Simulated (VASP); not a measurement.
Wanted: the native input for a VASP 6.6.1 run.

* Task: single point
* Functional: PBE
* Potentials or basis: VASP PAW PBE potentials, release 64 (I)
* Cutoff: 520 eV
* k mesh: 6 × 6 × 2
* Occupations: gaussian, width 0.01 eV
* Spin: no spin polarisation
* Dipole correction: no
* Further INCAR settings: ALGO = Normal; EDIFF = 1e-06; NBANDS = 22

The structure of I lies in POSCAR:

```
I
1.0
    4.4934177718     -2.3137262789      0.0000000000
    4.4934177718      2.3137262789      0.0000000000
    0.0000000000      0.0000000000      9.8320499134
I
4
Direct
    0.8417984967      0.1582015033      0.8779801343
    0.3417984967      0.6582015033      0.6220198657
    0.1582015033      0.8417984967      0.1220198657
    0.6582015033      0.3417984967      0.3779801343
```

These files were run (other wordings do the same):

INCAR

```
PREC = Accurate
ENCUT = 520
EDIFF = 1E-6
ISMEAR = 0
SIGMA = 0.01
LREAL = F
LASPH = T
NELM = 80
ALGO = Normal
ISIF = 2
LWAVE = F
LCHARG = T
GGA = PE
LELF = T
LVHAR = T
NBANDS = 22
```

KPOINTS

```
regular mesh
0
Gamma
  6 6 2
```

Potentials or basis: VASP PAW PBE potentials, release 64 (I).

Run with:

```console
$ cat potpaw_PBE.64/I/POTCAR > POTCAR
$ mpirun -np 1 vasp_std > vasp.out
```

Results of the run:

- Pressure: 0.0 GPa
- Largest force: 0.018 eV/Å
- Band gap on the k mesh: 1.06 eV, indirect (least direct gap 1.08 eV)

Caveat: spin-orbit coupling is left out, which moves the levels of the heavy elements.

Run time: 100 s on 1 thread of Intel(R) Xeon(R) Platinum 8488C (Sapphire Rapids), on a shared host, peak memory 0.36 GiB.
